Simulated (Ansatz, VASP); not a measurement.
ZnS: VASP beside Ansatz

```
Zn S
1.0
     3.82270    0.00000    0.00000
    -1.91135    3.31056    0.00000
     0.00000    0.00000    6.26070
Zn S
2 2
Direct
  0.33333 0.66667 0.00000
  0.66667 0.33333 0.50000
  0.33333 0.66667 0.37480
  0.66667 0.33333 0.87480
```

Alike in both runs: task electric field gradients; functional r2SCAN; k mesh 13 × 13 × 7; occupations fermi-dirac, width 0.02 eV; no spin polarisation.

|  | VASP | Ansatz |
| --- | --- | --- |
| version | VASP 6.6.1 | Ansatz 0.2.0 |
| potentials or method | VASP PAW PBE potentials, release 64 (Zn, S) | plane-wave PAW, scalar-relativistic |
| plane-wave cutoff (eV) | 520 | 500 |
| valence electrons in the cell | 36 | 36 |

Ansatz gave:

- gap on the k mesh at the Fermi level (eV): 2.73
- pressure (GPa): -0.9
- traceless stress, the component that is largest in VASP (GPa): 0.08
- rms of the force components (eV/Å): 0.003
- size of Vzz on the site where it differs most (V/Å²): 0.6

Question: Which values does VASP return?

Answer: gap on the k mesh at the Fermi level (eV): 2.74; pressure (GPa): -0.8; traceless stress, the component that is largest in VASP (GPa): 0.09; rms of the force components (eV/Å): 0.000; size of Vzz on the site where it differs most (V/Å²): 0.7.

VASP's potentials were made for PBE, not for r2SCAN. Atom by atom the forces differ by 0.004 eV/Å (rms over components). With one functional, cell and mesh, what is left measures potentials, basis and numerics.
